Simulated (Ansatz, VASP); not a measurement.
## PtSe2 in VASP and in Ansatz

Contents of POSCAR:

```
PtSe2
1.0
    3.7240000000      0.0000000000      0.0000000000
   -1.8620000000      3.2250786037      0.0000000000
    0.0000000000      0.0000000000      5.0620000000
Pt Se
1 2
Direct
    0.0000000000      0.0000000000      0.0000000000
    0.6666666667      0.3333333333      0.7500000000
    0.3333333333      0.6666666667      0.2500000000
```

Contents of INCAR.step1:

```
SYSTEM = PtSe2
PREC = Accurate ; ENCUT = 600
ISMEAR = -1 ; SIGMA = 0.05
LREAL = .False. ; LASPH = .True.
NELM = 60 ; GGA = PE
ALGO = Normal ; EDIFF = 1E-4
LWAVE = .True. ; LCHARG = .False.
```

File INCAR.step2:

```
SYSTEM = PtSe2
PREC = Accurate ; ENCUT = 600
EDIFF = 1E-6 ; ISMEAR = -1
SIGMA = 0.05 ; LREAL = .False.
LASPH = .True. ; NELM = 60
ALGO = Normal ; ISIF = 3
LWAVE = .False. ; LCHARG = .False.
METAGGA = R2SCAN ; LMIXTAU = .True.
IVDW = 13 ; VDW_S6 = 1.0
VDW_S8 = 0.6018749 ; VDW_A1 = 0.51559235
VDW_A2 = 5.77342911 ; IBRION = 2
NSW = 60 ; EDIFFG = -0.01
ISTART = 1
```

Contents of KPOINTS:

```
regular mesh
0
Gamma
  8 8 5
  0 0 0
```

The input input.yaml:

```yaml
crystal:
  lattice:
    - [3.724, 0.0, 0.0]
    - [-1.862, 3.2250786037, 0.0]
    - [0.0, 0.0, 5.062]
  atoms:
    - { symbol: Pt, position: [0.0, 0.0, 0.0] }
    - { symbol: Se, position: [0.6666666667, 0.3333333333, 0.75] }
    - { symbol: Se, position: [0.3333333333, 0.6666666667, 0.25] }
hamiltonian:
  xc: r2scan
  pseudopotentials: { kind: paw }
  dispersion: d4
kpoints:
  mp_grid: { grid: [8, 8, 5] }
scf:
  occupations: { method: fermi_dirac, width: 0.05 }
output:
  forces: true
  stress: true
relax:
  f_tol: 0.01
  max_steps: 40
  cell: { stress_tol: 0.05 }
```

Alike in both runs: task relaxation of cell and atoms; functional r2SCAN; dispersion D4; k mesh 8 × 8 × 5; occupations fermi-dirac, width 0.05 eV; no spin polarisation.

|  | VASP | Ansatz |
| --- | --- | --- |
| version | VASP 6.6.1 | Ansatz 0.2.0 |
| potentials or method | VASP PAW PBE potentials, release 64 (Pt, Se) | Ansatz PAW |
| plane-wave cutoff (eV) | 600 | 500 |
| valence electrons in the cell | 22 | 50 |

```csv
,VASP,Ansatz,Ansatz less VASP
relaxed volume (Å³/atom),21.36,21.44,+0.084
relaxed cell length with the largest relative difference (Å),5.320,5.347,+0.0274
```

VASP's potentials were made for PBE, not for r2SCAN. VASP's potentials hold 22 valence electrons a cell and Ansatz's 50, so a difference there can come from the potentials and not from the codes.

Spin-orbit coupling is off throughout. Noted on Ansatz's run: the plane-wave basis is chosen anew once the cell has moved, so the energies of steps on either side of that aren't comparable.
